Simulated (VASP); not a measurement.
Here is a VASP 6.6.1 calculation.

File INCAR:

```
SYSTEM = TaN
  ALGO = Normal
  EDIFF = 1E-8
  ENCUT = 520
  GGA = PS
  ISIF = 2
  ISMEAR = -1
  ISPIN = 2
  LASPH = .TRUE.
  LCHARG = .FALSE.
  LEFG = .TRUE.
  LMAXMIX = 4
  LORBIT = 11
  LREAL = .FALSE.
  LWAVE = .FALSE.
  MAGMOM = 2 0
  NBANDS = 19
  NELM = 150
  PREC = Accurate
  SIGMA = 0.05
```

The input KPOINTS:

```
k-points
0
G
  18 18 16
  0 0 0
```

File POSCAR:

```
TaN
1.0
    2.9379988584      0.0000000000      0.0000000000
   -1.4689994292      2.5443816477      0.0000000000
    0.0000000000      0.0000000000      2.8830000000
Ta N
1 1
Direct
    0.3333333333      0.6666666667      0.5000000000
    0.0000000000      0.0000000000      0.0000000000
```

Potentials or basis: VASP PAW PBE potentials, release 64 (Ta_pv, N).

The run is started by

```console
$ cat potpaw_PBE.64/Ta_pv/POTCAR potpaw_PBE.64/N/POTCAR > POTCAR
$ mpirun -np 1 vasp_std > vasp.out
```

Task: What does it give for the band gap on the k mesh?

Result: Zero (filled and empty bands overlap).

Task: Estimate the net moment.

Result: 0.00 μB per cell.

Task: Predict the pressure.

Result: -4.1 GPa.

Electric field gradients, principal values (V/Å²):
| atom | least | middle | greatest (by size) |
| --- | --- | --- | --- |
| 1 Ta | -9.430 | -9.431 | 18.862 |
| 2 N | -0.171 | -0.173 | 0.344 |

Caveat: without QUAD_EFG the Cq values of the log hold for a quadrupole moment of 1 mb, not for the nuclei; the PAW data sets were made with another functional, which shifts forces and pressure a little; spin-orbit coupling is left out, which moves the levels of the heavy elements.
